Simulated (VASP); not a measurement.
# SiC (P1) in VASP: single point with PBE

Aim: the single point of SiC with PBE.

All numbers are computed with VASP 6.6.1; they aren't measurements. Logs are shortened: lines on timing, memory, paths and dates and some standing lists are left out, and cuts for length are marked.

## (1) The cell of the first run

The typed cell holds 8 atoms: a = 3.148 Å, b = 3.085 Å, c = 10.012 Å, α = 91.55°, β = 90.05°, γ = 121.42°.

## (2) Single point, PBE (atoms moved at random and the cell strained at random)

INCAR reads:

```
SYSTEM = SiC
ALGO = Normal
EDIFF = 1E-6
ENCUT = 520
GGA = PE
ISIF = 2
ISMEAR = 0
LASPH = .True.
LCHARG = .False.
LREAL = .False.
LWAVE = .False.
NBANDS = 26
NELM = 60
PREC = Accurate
SIGMA = 0.05
```

KPOINTS reads:

```
k-points
0
Gamma
  12 12 4
  0 0 0
```

POSCAR reads:

```
SiC
1.0
    3.1483286328     -0.0202114392     -0.0014014449
   -1.5916679361      2.6427492491     -0.0417351605
   -0.0045879635     -0.1604155804     10.0105809274
Si C
4 4
Direct
    0.6624778402      0.3925972928      0.9388904100
    0.3240793083      0.6772213531      0.4519676289
    0.0507945601      0.0021475661      0.6799895202
   -0.0089377541     -0.0667193179      0.1835037064
    0.6554504587      0.3506671928      0.7555091781
    0.2881717953      0.6637237955      0.2443635522
    0.0381230937      0.0344538641      0.5064916462
   -0.0101593022     -0.0540917466     -0.0087176421
```

Potentials or basis: VASP PAW PBE potentials, release 64 (Si, C).

Started as:

```console
$ cat potpaw_PBE.64/Si/POTCAR potpaw_PBE.64/C/POTCAR > POTCAR
$ mpirun -np 1 vasp_std > vasp.out
```

OUTCAR:

```text
SYSTEM = SiC
   EDIFF = 1E-6
   ENCUT = 520
   GGA = PE
   ISIF = 2
   ISMEAR = 0
   LASPH = .True.
   LREAL = .False.
   NELM = 60
   PREC = Accurate

 ion  position               nearest neighbor table
   1  0.662  0.393  0.939-   8 1.54   5 1.84   8 1.91   8 2.18   4 2.80   3 3.05   4 3.09   3 3.10

   2  0.324  0.677  0.452-   7 1.80   7 1.82   7 1.99   6 2.08   3 2.78   3 2.95   3 2.99
   3  0.051  0.002  0.680-   7 1.74   5 1.78   5 1.91   5 2.15   2 2.78   2 2.95   2 2.99   1 3.05
                             1 3.10
   4  0.991  0.933  0.184-   6 1.67   8 1.93   6 2.01   6 2.02   1 2.80   1 3.09
   5  0.655  0.351  0.756-   3 1.78   1 1.84   3 1.91   3 2.15
   6  0.288  0.664  0.244-   4 1.67   4 2.01   4 2.02   2 2.08
   7  0.038  0.034  0.506-   3 1.74   2 1.80   2 1.82   2 1.99
   8  0.990  0.946  0.991-   1 1.54   1 1.91   4 1.93   1 2.18

  LATTYP: Found a triclinic cell.
 ALAT       =     3.0500422711
 B/A-ratio  =     1.0322459626
 C/A-ratio  =     3.2825339140
 COS(alpha) =     0.0008004576
 COS(beta)  =     0.0281517849
 COS(gamma) =     0.5048494016

  Lattice vectors:

 A1 = (   1.5566606967,   2.6225378099,  -0.0431366054)
 A2 = (   3.1483286328,  -0.0202114392,  -0.0014014449)
 A3 = (   0.0045879635,   0.1604155804, -10.0105809274)

Analysis of symmetry for initial positions (statically):
=====================================================================
 Subroutine PRICEL returns:
 Original cell was already a primitive cell.

 Routine SETGRP: Setting up the symmetry group for a
 triclinic supercell.

 Subroutine GETGRP returns: Found  1 space group operations
 (whereof  1 operations were pure point group operations)
 out of a pool of  2 trial point group operations.

The static configuration has the point symmetry C_1 .

Analysis of symmetry for dynamics (positions and initial velocities):
=====================================================================
 Subroutine PRICEL returns:
 Original cell was already a primitive cell.

 Routine SETGRP: Setting up the symmetry group for a
 triclinic supercell.

 Subroutine GETGRP returns: Found  1 space group operations
 (whereof  1 operations were pure point group operations)
 out of a pool of  2 trial point group operations.

The dynamic configuration has the point symmetry C_1 .

 Subroutine INISYM returns: Found  1 space group operations
 (whereof  1 operations are pure point group operations),
 and found     1 'primitive' translations

----------------------------------------------------------------------------------------

                                     Primitive cell

  volume of cell :      82.9470

  direct lattice vectors                    reciprocal lattice vectors
     3.148328633 -0.020211439 -0.001401445     0.318863485  0.192095166  0.003224387
    -1.591667936  2.642749249 -0.041735161     0.002441959  0.379960735  0.006089839
    -0.004587964 -0.160415580 10.010580927     0.000054821  0.001610989  0.099920143

  length of vectors
     3.148393820  3.085331787 10.011867194     0.372269890  0.380017381  0.099933144

  position of ions in fractional coordinates (direct lattice)
     0.662477840  0.392597293  0.938890410
     0.324079308  0.677221353  0.451967629
     0.050794560  0.002147566  0.679989520
     0.991062246  0.933280682  0.183503706
     0.655450459  0.350667193  0.755509178
     0.288171795  0.663723795  0.244363552
     0.038123094  0.034453864  0.506491646
     0.989840698  0.945908253  0.991282358

  ion indices of the primitive-cell ions
   primitive index   ion index
                 1           1
                 2           2
                 3           3
                 4           4
                 5           5
                 6           6
                 7           7
                 8           8

----------------------------------------------------------------------------------------

 KPOINTS: k-points

Automatic generation of k-mesh.
 Grid dimensions read from file:
 generate k-points for:   12   12    4

 Generating k-lattice:

  Cartesian coordinates                     Fractional coordinates (reciprocal lattice)
     0.026571957  0.016007930  0.000268699     0.083333333 -0.000000000  0.000000000
     0.000203497  0.031663395  0.000507487    -0.000000000  0.083333333 -0.000000000
     0.000013705  0.000402747  0.024980036    -0.000000000  0.000000000  0.250000000

  Length of vectors
     0.031022491  0.031668115  0.024983286

  Shift w.r.t. Gamma in fractional coordinates (k-lattice)
     0.000000000  0.000000000  0.000000000

 Subroutine IBZKPT returns following result:
 ===========================================

 Found    292 irreducible k-points:

 Following reciprocal coordinates:
            Coordinates               Weight
  0.000000  0.000000  0.000000      1.000000
  0.083333  0.000000  0.000000      2.000000
  0.166667  0.000000  0.000000      2.000000
  0.250000 -0.000000  0.000000      2.000000
  0.333333  0.000000  0.000000      2.000000
  0.416667  0.000000  0.000000      2.000000
[... 16 lines left out ...]
  0.250000  0.166667  0.000000      2.000000
  0.333333  0.166667  0.000000      2.000000
 [... further k-points ...]
   k-points           NKPTS =    292   k-points in BZ     NKDIM =    292   number of bands    NBANDS=     26
   number of dos      NEDOS =    301   number of ions     NIONS =      8
   total plane-waves  NPLWV =  46080
   dimension x,y,z NGX =    24 NGY =   24 NGZ =   80
   dimension x,y,z NGXF=    48 NGYF=   48 NGZF=  160
   ions per type =               4   4
   NGX,Y,Z   is equivalent  to a cutoff of  12.67, 12.93, 13.28 a.u.
   NGXF,Y,Z  is equivalent  to a cutoff of  25.35, 25.86, 26.57 a.u.
 SYSTEM =  SiC
   PREC   = accura    normal or accurate (medium, high low for compatibility)
   ISTART =      0    job   : 0-new  1-cont  2-samecut
   ICHARG =      2    charge: 1-file 2-atom 10-const
   ISPIN  =      1    spin polarized calculation?
   LNONCOLLINEAR =      F non collinear calculations
   LSORBIT =      F    spin-orbit coupling
   LASPH  =      T    aspherical Exc in radial PAW
   ENCUT  =  520.0 eV  38.22 Ry    6.18 a.u.   5.85  5.74 18.62*2*pi/ulx,y,z
   NELM   =     60;   NELMIN=  2; NELMDL= -5     # of ELM steps
   EDIFF  = 0.1E-05   stopping-criterion for ELM
   LREAL  =      F    real-space projection
   EDIFFG = 0.1E-04   stopping-criterion for IOM
   NSW    =      0    number of steps for IOM
   IBRION =     -1    ionic relax: 0-MD 1-quasi-New 2-CG
   NFREE  =      0    steps in history (QN), initial steepest desc. (CG)
   ISIF   =      2    stress and relaxation
   ISYM   =      2    0-nonsym 1-usesym 2-fastsym
   POTIM  = 0.5000    time-step for ionic-motion
   TEBEG  =    0.0;   TEEND  =   0.0 temperature during run
   PSTRESS=    0.0 pullay stress
   NELECT =      32.0000    total number of electrons
   NUPDOWN=      -1.0000    fix difference up-down
   EMIN   =  10.00;   EMAX   =-10.00  energy-range for DOS
   EFERMI =   0.00;   METHOD = LEGACY
   ISMEAR =     0;   SIGMA  =   0.05  broadening in eV -4-tet -1-fermi 0-gaus
   EFERMI_NEDOS =   21; number of points for ismear=-14 and -15
   IALGO  =     38    algorithm
   IMIX   =      4    mixing-type and parameters
     AMIX     =   0.40;   BMIX     =  1.00
     AMIX_MAG =   1.60;   BMIX_MAG =  1.00
  volume/ion in A,a.u.               =      10.37        69.97
  Fermi-wavevector in a.u.,A,eV,Ry     =   1.191767  2.252113 19.324468  1.420308
  Thomas-Fermi vector in A             =   2.327821
   LORBIT       =      0    0 simple, 1 ext, 2 COOP (PROOUT), +10 PAW based schemes
   GGA     = PE    functional components
   LHFCALC =     F    Hartree Fock is set to
   AEXX    =    0.0000 exact exchange contribution
   IVDW    =     0    specifies the selected vdW correction
   LEPSILON=     F    determine dielectric tensor
   LRPA    =     F    only Hartree local field effects (RPA)
 non-spin polarized calculation
 Gauss-broadening in eV      SIGMA  =   0.05
  energy-cutoff  :      520.00
  volume of cell :       82.95
 maximum number of plane-waves:      2257
   NGX = 11   NGY = 11   NGZ = 37

 number of electron      32.0000001 magnetization

 Free energy of the ion-electron system (eV)
  ---------------------------------------------------
  ext. energy  EPLUGINS =         0.00000000
  ---------------------------------------------------
  free energy    TOTEN  =       -56.49760758 eV

  energy without entropy =      -56.49760758  energy(sigma->0) =      -56.49760758

 E-fermi :   9.2093     XC(G=0): -11.3277

 val. band max:        8.9710352692   @ k =   0.0000   0.0000   0.0000
 cond. band min:       9.5116150481   @ k =  -0.0000   0.5000   0.0000
 fundamental gap:      0.5405797789
 Fermi energy:         9.2092899305

 k-point     1 :       0.0000    0.0000    0.0000
  band No.  band energies     occupation
      1      -7.7823      2.00000
      2      -6.5756      2.00000
      3      -5.7037      2.00000
      4      -3.6701      2.00000
      5      -0.5257      2.00000
      6       3.4174      2.00000
[... 18 lines left out ...]
     25      15.3102      0.00000
     26      15.6374      0.00000

 k-point     2 :       0.0833    0.0000    0.0000
  band No.  band energies     occupation
      1      -7.6675      2.00000
      2      -6.4639      2.00000
      3      -5.5896      2.00000
      4      -3.5726      2.00000
      5      -0.4204      2.00000
      6       3.4405      2.00000
[... 18 lines left out ...]
     25      15.3681      0.00000
     26      15.9537      0.00000

 k-point     3 :       0.1667    0.0000    0.0000
  band No.  band energies     occupation
      1      -7.3274      2.00000
      2      -6.1332      2.00000
      3      -5.2517      2.00000
      4      -3.2899      2.00000
      5      -0.1165      2.00000
      6       3.3515      2.00000
[... 572 lines left out ...]
 k-point    23 :       0.2500    0.1667    0.0000
  band No.  band energies     occupation
      1      -5.6911      2.00000
      2      -4.5378      2.00000
      3      -3.6399      2.00000
      4      -2.2072      2.00000
      5       0.5890      2.00000
      6       1.1965      2.00000
[... 18 lines left out ...]
     25      16.1318      0.00000
     26      16.8581      0.00000

 k-point    24 :       0.3333    0.1667    0.0000
  band No.  band energies     occupation
      1      -4.9577      2.00000
      2      -3.8459      2.00000
      3      -2.9742      2.00000
      4      -2.1234      2.00000
      5      -0.0516      2.00000
      6       0.5008      2.00000
[... 18 lines left out ...]
     25      16.7052      0.00000
     26      16.9446      0.00000

 [... further k-points ...]
[... 5 lines left out ...]
  --------------------------------------------------------------------------------------
  -------------------------------------------------------------------------------------
  Total        0.6468352     16.7041484      8.0861702      0.1427718      5.6579466      3.7020467
  in kB       12.4940629    322.6520220    156.1898932      2.7577354    109.2870985     71.5075572
  external PRESSURE =     163.7786593 kB  Pullay stress =       0.0000000 kB

 VOLUME and BASIS-vectors are now :
 -----------------------------------------------------------------------------
  energy-cutoff  :      520.00
  volume of cell :       82.95
      direct lattice vectors                 reciprocal lattice vectors
     3.148328633 -0.020211439 -0.001401445     0.318863485  0.192095166  0.003224387
    -1.591667936  2.642749249 -0.041735161     0.002441959  0.379960735  0.006089839
    -0.004587964 -0.160415580 10.010580927     0.000054821  0.001610989  0.099920143

 POSITION                                       TOTAL-FORCE (eV/Angst)
 -----------------------------------------------------------------------------------
      1.45651      0.87353      9.38152         0.078198    -11.402761     -3.796567
     -0.05968      1.71067      4.49574         1.554860      0.991351     -3.828055
      0.15338     -0.10443      6.80693        -2.789840     -0.317060      4.886576
      1.63387      2.41696      1.79664        -5.372628      3.583061     -1.232428
      1.50196      0.79228      7.54753         2.406575      0.342648     -2.124116
     -0.15029      1.70903      2.41812         5.590043     -3.170637      2.946782
      0.06286      0.00903      5.06878        -1.624641     -1.202950     -1.719556
      1.60622      2.32078      9.88245         0.157433     11.176348      4.867365
 -----------------------------------------------------------------------------------
    total drift:                                0.000235      0.000060     -0.000007

  FREE ENERGIE OF THE ION-ELECTRON SYSTEM (eV)
  ---------------------------------------------------
  free  energy   TOTEN  =       -56.4976075752 eV

  energy  without entropy=      -56.4976075752  energy(sigma->0) =      -56.49760758
```

Run time: 6.6 min. Hardware: 1 thread of Intel Xeon Platinum 8259CL at 2.50GHz (Skylake/Cascade Lake), shared host; peak memory 0.54 GiB.

What came out:

* Free energy: -56.4976 eV
* Pressure: 16.4 GPa
* Largest force: 12.191 eV/Å
* Band gap on the k mesh: 0.54 eV (least direct gap 2.09 eV)

Forces in eV/Å, atoms in the order of the input:
```
Si    0.078 -11.403  -3.797
Si    1.555   0.991  -3.828
Si   -2.790  -0.317   4.887
Si   -5.373   3.583  -1.232
C     2.407   0.343  -2.124
C     5.590  -3.171   2.947
C    -1.625  -1.203  -1.720
C     0.157  11.176   4.867
```

Caveat: the cell differs from its parent crystal (atoms moved at random and the cell strained at random); the cell stands under pressure; forces of over 1 eV/Å act on the atoms, so gaps and moduli don't describe the material at rest. A k mesh can miss the band edges.
